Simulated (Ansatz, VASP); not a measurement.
## One calculation of In2GeS2, two programs

INCAR

```
PREC = Accurate
ENCUT = 520
EDIFF = 1E-6
ISMEAR = 0
SIGMA = 0.2
LREAL = False
LASPH = True
NELM = 100
ALGO = Normal
ISIF = 2
LWAVE = False
LCHARG = False
GGA = PE
NBANDS = 63
```

File KPOINTS:

```
Automatic mesh
0
Gamma
  6 6 2
```

POSCAR

```
In2GeS2
1.0
    4.2951783044      0.0000000000      0.0000000000
   -2.1475891522      3.7197335254      0.0000000000
    0.0000000000      0.0000000000     16.9699424483
In Ge S
4 2 4
Direct
    0.6666666667      0.3333333333      0.0993651228
    0.6666666667      0.3333333333      0.5993651228
    0.6666666667      0.3333333333      0.4006348772
    0.6666666667      0.3333333333      0.9006348772
    0.0000000000      0.0000000000      0.2500000000
    0.0000000000      0.0000000000      0.7500000000
    0.0000000000      0.0000000000      0.0000000000
    0.0000000000      0.0000000000      0.5000000000
    0.3333333333      0.6666666667      0.2500000000
    0.3333333333      0.6666666667      0.7500000000
```

Input for Ansatz:

```yaml
crystal:
  lattice:
    - [4.2951783044, 0.0, 0.0]
    - [-2.1475891522, 3.7197335254, 0.0]
    - [0.0, 0.0, 16.9699424483]
  atoms:
    - { symbol: In, position: [0.6666666667, 0.3333333333, 0.0993651228] }
    - { symbol: In, position: [0.6666666667, 0.3333333333, 0.5993651228] }
    - { symbol: In, position: [0.6666666667, 0.3333333333, 0.4006348772] }
    - { symbol: In, position: [0.6666666667, 0.3333333333, 0.9006348772] }
    - { symbol: Ge, position: [0.0, 0.0, 0.25] }
    - { symbol: Ge, position: [0.0, 0.0, 0.75] }
    - { symbol: S, position: [0.0, 0.0, 0.0] }
    - { symbol: S, position: [0.0, 0.0, 0.5] }
    - { symbol: S, position: [0.3333333333, 0.6666666667, 0.25] }
    - { symbol: S, position: [0.3333333333, 0.6666666667, 0.75] }
basis:
  ecutwfc: 420
kpoints:
  mp_grid: { grid: [6, 6, 2] }
hamiltonian:
  xc: pbe
scf:
  occupations: { method: gaussian, width: 0.2 }
  lower_state_search: "off"
output:
  forces: true
  stress: true
  eigenvalues: true
```

Alike in both runs: task single point; functional PBE; k mesh 6 × 6 × 2; occupations gaussian, width 0.2 eV; no spin polarisation.

```csv
,VASP,Ansatz
version,VASP 6.6.1,Ansatz 0.2.0
potentials or method,"VASP PAW PBE potentials, release 64 (In_d, Ge_d, S), cutoff 520 eV","scalar-relativistic, plane waves, PAW"
valence electrons in the cell,104,104
```

Ansatz gave:

- gap on the k mesh at the Fermi level (eV): none
- pressure (GPa): 0.0
- traceless stress, the component that is largest in VASP (GPa): 0.20
- rms of the force components (eV/Å): 0.008

Question: Estimate VASP's values.

Answer: gap on the k mesh at the Fermi level (eV): none; pressure (GPa): -0.1; traceless stress, the component that is largest in VASP (GPa): 0.20; rms of the force components (eV/Å): 0.006.

Atom by atom the forces differ by 0.002 eV/Å (rms over components). A gap of «none» marks a metal or a gap that the smearing closes. The functional is the same, so the differences come from potentials, cutoffs and numerics.
